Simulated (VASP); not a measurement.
# WSe2 in VASP: single point with PBEsol+D3(BJ)

Aim: the single point of WSe2 with PBEsol+D3(BJ).

Everything below comes from runs of VASP 6.6.1. Logs are shortened: lines on timing, memory, paths and dates and some standing lists are left out, and cuts for length are marked.

**1. The cell of the first run**

The cell holds a slab with vacuum, 6 atoms: a = 3.318 Å, b = 3.318 Å, c = 24.069 Å, α = 90.00°, β = 90.00°, γ = 120.00°.

**2. Single point, PBEsol+D3(BJ)**

Input file INCAR:

```
SYSTEM = WSe2
ALGO = Normal ; EDIFF = 1E-6
ENCUT = 520 ; GGA = PS
ISIF = 2 ; ISMEAR = 0
IVDW = 12 ; LASPH = .True.
LCHARG = .True. ; LELF = .True.
LREAL = .False. ; LVHAR = .True.
LWAVE = .False. ; NBANDS = 35
NELM = 100 ; PREC = Accurate
SIGMA = 0.02
```

Input file KPOINTS:

```
k-points
0
Gamma
  12 12 2
  0 0 0
```

Input file POSCAR:

```
WSe2
1.0
    3.3178532690      0.0000000000      0.0000000000
   -1.6589266345      2.8733452170      0.0000000000
    0.0000000000      0.0000000000     24.0685192700
W Se
2 4
Direct
    0.6666666667      0.3333333333      0.1278921199
    0.3333333333      0.6666666667      0.8721078801
    0.3333333333      0.6666666667      0.1964438160
    0.6666666667      0.3333333333      0.9406748879
    0.3333333333      0.6666666667      0.0593251121
    0.6666666667      0.3333333333      0.8035561840
```

Potentials or basis: VASP PAW PBE potentials, release 64 (W_sv, Se).

The run is started by

```console
> cat potpaw_PBE.64/W_sv/POTCAR potpaw_PBE.64/Se/POTCAR > POTCAR
> mpirun -np 1 vasp_std > vasp.out
```

OUTCAR:

```text
SYSTEM = WSe2
   EDIFF = 1E-6
   ENCUT = 520
   GGA = PS
   ISIF = 2
   ISMEAR = 0
   IVDW = 12
   LASPH = .True.
   LREAL = .False.
   NELM = 100
   PREC = Accurate
 IVDW          = 12

 ion  position               nearest neighbor table
   1  0.667  0.333  0.128-   3 2.53   3 2.53   3 2.53   5 2.53   5 2.53   5 2.53
   2  0.333  0.667  0.872-   6 2.53   6 2.53   6 2.53   4 2.53   4 2.53   4 2.53
   3  0.333  0.667  0.196-   1 2.53   1 2.53   1 2.53
   4  0.667  0.333  0.941-   2 2.53   2 2.53   2 2.53
   5  0.333  0.667  0.059-   1 2.53   1 2.53   1 2.53
   6  0.667  0.333  0.804-   2 2.53   2 2.53   2 2.53

  LATTYP: Found a hexagonal cell.
 ALAT       =     3.3178532690
 C/A-ratio  =     7.2542446331

  Lattice vectors:

 A1 = (   3.3178532690,   0.0000000000,   0.0000000000)
 A2 = (  -1.6589266345,   2.8733452170,   0.0000000000)
 A3 = (   0.0000000000,   0.0000000000,  24.0685192700)

Analysis of symmetry for initial positions (statically):
=====================================================================
 Subroutine PRICEL returns:
 Original cell was already a primitive cell.

 Routine SETGRP: Setting up the symmetry group for a
 hexagonal supercell.

 Subroutine GETGRP returns: Found 12 space group operations
 (whereof 12 operations were pure point group operations)
 out of a pool of 24 trial point group operations.

The static configuration has the point symmetry D_3d.

Analysis of symmetry for dynamics (positions and initial velocities):
=====================================================================
 Subroutine PRICEL returns:
 Original cell was already a primitive cell.

 Routine SETGRP: Setting up the symmetry group for a
 hexagonal supercell.

 Subroutine GETGRP returns: Found 12 space group operations
 (whereof 12 operations were pure point group operations)
 out of a pool of 24 trial point group operations.

The dynamic configuration has the point symmetry D_3d.

 Subroutine INISYM returns: Found 12 space group operations
 (whereof 12 operations are pure point group operations),
 and found     1 'primitive' translations

----------------------------------------------------------------------------------------

                                     Primitive cell

  volume of cell :     229.4533

  direct lattice vectors                    reciprocal lattice vectors
     3.317853269  0.000000000  0.000000000     0.301399706  0.174013201  0.000000000
    -1.658926634  2.873345217  0.000000000     0.000000000  0.348026403  0.000000000
     0.000000000  0.000000000 24.068519270     0.000000000  0.000000000  0.041548048

  length of vectors
     3.317853269  3.317853269 24.068519270     0.348026403  0.348026403  0.041548048

  position of ions in fractional coordinates (direct lattice)
     0.666666667  0.333333333  0.127892120
     0.333333333  0.666666667  0.872107880
     0.333333333  0.666666667  0.196443816
     0.666666667  0.333333333  0.940674888
     0.333333333  0.666666667  0.059325112
     0.666666667  0.333333333  0.803556184

  ion indices of the primitive-cell ions
   primitive index   ion index
                 1           1
                 2           2
                 3           3
                 4           4
                 5           5
                 6           6

----------------------------------------------------------------------------------------

 KPOINTS: k-points

Automatic generation of k-mesh.
 Grid dimensions read from file:
 generate k-points for:   12   12    2

 Generating k-lattice:

  Cartesian coordinates                     Fractional coordinates (reciprocal lattice)
     0.025116642  0.014501100  0.000000000     0.083333333  0.000000000  0.000000000
     0.000000000  0.029002200  0.000000000     0.000000000  0.083333333  0.000000000
     0.000000000  0.000000000  0.020774024     0.000000000  0.000000000  0.500000000

  Length of vectors
     0.029002200  0.029002200  0.020774024

  Shift w.r.t. Gamma in fractional coordinates (k-lattice)
     0.000000000  0.000000000  0.000000000

 Subroutine IBZKPT returns following result:
 ===========================================

 Found     38 irreducible k-points:

 Following reciprocal coordinates:
            Coordinates               Weight
  0.000000  0.000000  0.000000      1.000000
  0.083333  0.000000  0.000000      6.000000
  0.166667  0.000000  0.000000      6.000000
  0.250000  0.000000  0.000000      6.000000
  0.333333  0.000000  0.000000      6.000000
  0.416667 -0.000000  0.000000      6.000000
[... 16 lines left out ...]
  0.250000  0.000000  0.500000      6.000000
  0.333333  0.000000  0.500000      6.000000
 [... further k-points ...]
   k-points           NKPTS =     38   k-points in BZ     NKDIM =     38   number of bands    NBANDS=     35
   number of dos      NEDOS =    301   number of ions     NIONS =      6
   total plane-waves  NPLWV = 141120
   dimension x,y,z NGX =    28 NGY =   28 NGZ =  180
   dimension x,y,z NGXF=    56 NGYF=   56 NGZF=  360
   ions per type =               2   4
   NGX,Y,Z   is equivalent  to a cutoff of  14.03, 14.03, 12.43 a.u.
   NGXF,Y,Z  is equivalent  to a cutoff of  28.06, 28.06, 24.87 a.u.
 SYSTEM =  WSe2
   PREC   = accura    normal or accurate (medium, high low for compatibility)
   ISTART =      0    job   : 0-new  1-cont  2-samecut
   ICHARG =      2    charge: 1-file 2-atom 10-const
   ISPIN  =      1    spin polarized calculation?
   LNONCOLLINEAR =      F non collinear calculations
   LSORBIT =      F    spin-orbit coupling
   LASPH  =      T    aspherical Exc in radial PAW
   ENCUT  =  520.0 eV  38.22 Ry    6.18 a.u.   6.17  6.17 44.75*2*pi/ulx,y,z
   NELM   =    100;   NELMIN=  2; NELMDL= -5     # of ELM steps
   EDIFF  = 0.1E-05   stopping-criterion for ELM
   LREAL  =      F    real-space projection
   EDIFFG = 0.1E-04   stopping-criterion for IOM
   NSW    =      0    number of steps for IOM
   IBRION =     -1    ionic relax: 0-MD 1-quasi-New 2-CG
   NFREE  =      0    steps in history (QN), initial steepest desc. (CG)
   ISIF   =      2    stress and relaxation
   ISYM   =      2    0-nonsym 1-usesym 2-fastsym
   POTIM  = 0.5000    time-step for ionic-motion
   TEBEG  =    0.0;   TEEND  =   0.0 temperature during run
   PSTRESS=    0.0 pullay stress
   NELECT =      52.0000    total number of electrons
   NUPDOWN=      -1.0000    fix difference up-down
   EMIN   =  10.00;   EMAX   =-10.00  energy-range for DOS
   EFERMI =   0.00;   METHOD = LEGACY
   ISMEAR =     0;   SIGMA  =   0.02  broadening in eV -4-tet -1-fermi 0-gaus
   EFERMI_NEDOS =   21; number of points for ismear=-14 and -15
   IALGO  =     38    algorithm
   IMIX   =      4    mixing-type and parameters
     AMIX     =   0.40;   BMIX     =  1.00
     AMIX_MAG =   1.60;   BMIX_MAG =  1.00
  volume/ion in A,a.u.               =      38.24       258.07
  Fermi-wavevector in a.u.,A,eV,Ry     =   0.998109  1.886152 13.554408  0.996221
  Thomas-Fermi vector in A             =   2.130310
   LORBIT       =      0    0 simple, 1 ext, 2 COOP (PROOUT), +10 PAW based schemes
   GGA     = PS    functional components
   LHFCALC =     F    Hartree Fock is set to
   AEXX    =    0.0000 exact exchange contribution
   IVDW    =    12    specifies the selected vdW correction
   LEPSILON=     F    determine dielectric tensor
   LRPA    =     F    only Hartree local field effects (RPA)
 non-spin polarized calculation
 Gauss-broadening in eV      SIGMA  =   0.02
  energy-cutoff  :      520.00
  volume of cell :      229.45
 maximum number of plane-waves:      6209
 NGX is ok and might be reduce to    28
   NGX = 13   NGY = 13   NGZ = 89

 number of electron      51.9999997 magnetization

 Free energy of the ion-electron system (eV)
  ---------------------------------------------------
  ext. energy  EPLUGINS =         0.00000000
  ---------------------------------------------------
  free energy    TOTEN  =       -46.44335680 eV

  energy without entropy =      -46.44335680  energy(sigma->0) =      -46.44335680

 E-fermi :   1.3509     XC(G=0):  -6.1584

 val. band max:        1.0872803309   @ k =   0.0000   0.0000   0.0000
 cond. band min:       2.1152553184   @ k =   0.3333   0.3333   0.0000
 fundamental gap:      1.0279749875
 Fermi energy:         1.3508554623

 k-point     1 :       0.0000    0.0000    0.0000
  band No.  band energies     occupation
      1     -73.3465      2.00000
      2     -73.3465      2.00000
      3     -37.5796      2.00000
      4     -37.5795      2.00000
      5     -37.4809      2.00000
      6     -37.4809      2.00000
[... 27 lines left out ...]
     34       3.8859      0.00000
     35       5.0686      0.00000

 k-point     2 :       0.0833    0.0000    0.0000
  band No.  band energies     occupation
      1     -73.3459      2.00000
      2     -73.3459      2.00000
      3     -37.5767      2.00000
      4     -37.5767      2.00000
      5     -37.4956      2.00000
      6     -37.4956      2.00000
[... 27 lines left out ...]
     34       3.8157      0.00000
     35       5.4353      0.00000

 k-point     3 :       0.1667    0.0000    0.0000
  band No.  band energies     occupation
      1     -73.3442      2.00000
      2     -73.3442      2.00000
      3     -37.5690      2.00000
      4     -37.5690      2.00000
      5     -37.5355      2.00000
      6     -37.5355      2.00000
[... 27 lines left out ...]
     34       4.2486      0.00000
     35       5.8930      0.00000
[... 723 lines left out ...]
 k-point    23 :       0.2500    0.0000    0.5000
  band No.  band energies     occupation
      1     -73.3419      2.00000
      2     -73.3419      2.00000
      3     -37.5896      2.00000
      4     -37.5896      2.00000
      5     -37.5585      2.00000
      6     -37.5585      2.00000
[... 27 lines left out ...]
     34       4.7240      0.00000
     35       6.4528      0.00000

 k-point    24 :       0.3333    0.0000    0.5000
  band No.  band energies     occupation
      1     -73.3396      2.00000
      2     -73.3396      2.00000
      3     -37.6432      2.00000
      4     -37.6432      2.00000
      5     -37.5479      2.00000
      6     -37.5479      2.00000
[... 27 lines left out ...]
     34       5.0727      0.00000
     35       6.3179      0.00000

 [... further k-points ...]

------------------------ aborting loop because EDIFF is reached ----------------------------------------

 Edisp (eV)   -2.18603

 E8    (eV) :    -1.4976

  FORCE on cell =-STRESS in cart. coord.  units (eV):
  Direction    XX          YY          ZZ          XY          YZ          ZX
  --------------------------------------------------------------------------------------
  -------------------------------------------------------------------------------------
  Total      -4.06399    -4.06399     0.34396     0.00000     0.00000     0.00000
  in kB     -28.37717   -28.37717     2.40175     0.00000     0.00000     0.00000
  external pressure =      -18.12 kB  Pullay stress =        0.00 kB

 VOLUME and BASIS-vectors are now :
 -----------------------------------------------------------------------------
  energy-cutoff  :      520.00
  volume of cell :      229.45
      direct lattice vectors                 reciprocal lattice vectors
     3.317853269  0.000000000  0.000000000     0.301399706  0.174013201  0.000000000
    -1.658926634  2.873345217  0.000000000     0.000000000  0.348026403  0.000000000
     0.000000000  0.000000000 24.068519270     0.000000000  0.000000000  0.041548048

 POSITION                                       TOTAL-FORCE (eV/Angst)
 -----------------------------------------------------------------------------------
      1.65893      0.95778      3.07817         0.000000      0.000000      0.000919
     -0.00000      1.91556     20.99035        -0.000000     -0.000000     -0.000919
     -0.00000      1.91556      4.72811        -0.000000      0.000000      0.058525
      1.65893      0.95778     22.64065         0.000000     -0.000000      0.058055
     -0.00000      1.91556      1.42787        -0.000000      0.000000     -0.058055
      1.65893      0.95778     19.34041         0.000000     -0.000000     -0.058525
 -----------------------------------------------------------------------------------
    total drift:                                0.000000     -0.000000     -0.000000

  FREE ENERGIE OF THE ION-ELECTRON SYSTEM (eV)
  ---------------------------------------------------
  free  energy   TOTEN  =       -48.6293855531 eV

  energy  without entropy=      -48.6293855531  energy(sigma->0) =      -48.62938555
```

Wall time 19 min (1 thread of AMD EPYC 7R13, shared host); peak memory 0.5 GiB.

Results:

```
Free energy                : -48.6294 eV
Largest force              : 0.059 eV/Å
Band gap on the k mesh     : 1.03 eV (least direct gap 1.42 eV)
Dispersion energy per atom : -0.364 eV
```

Forces in eV/Å, atoms in the order of the input:
```
W    0.000  0.000  0.001
W    0.000  0.000 -0.001
Se   0.000  0.000  0.059
Se   0.000  0.000  0.058
Se   0.000  0.000 -0.058
Se   0.000  0.000 -0.059
```

Levels at points of the mesh, in eV from the valence-band top:
```tsv
k point	band 23	band 24	band 25	band 26	band 27	band 28	band 29	band 30
(0.00, 0.00, 0.00)	-1.75	-1.75	-0.83	0.00	2.42	2.42	2.48	2.48
(0.50, 0.00, 0.00)	-1.58	-1.51	-1.37	-1.36	1.86	1.90	2.20	2.37
(0.00, 0.00, 0.50)	-1.75	-1.75	-0.83	0.00	2.42	2.42	2.48	2.48
(0.50, 0.00, 0.50)	-1.58	-1.51	-1.37	-1.36	1.86	1.90	2.20	2.37
```

Caveat: the PAW data sets were made with another functional, which shifts forces and pressure a little; spin-orbit coupling is left out, which moves the levels of the heavy elements.
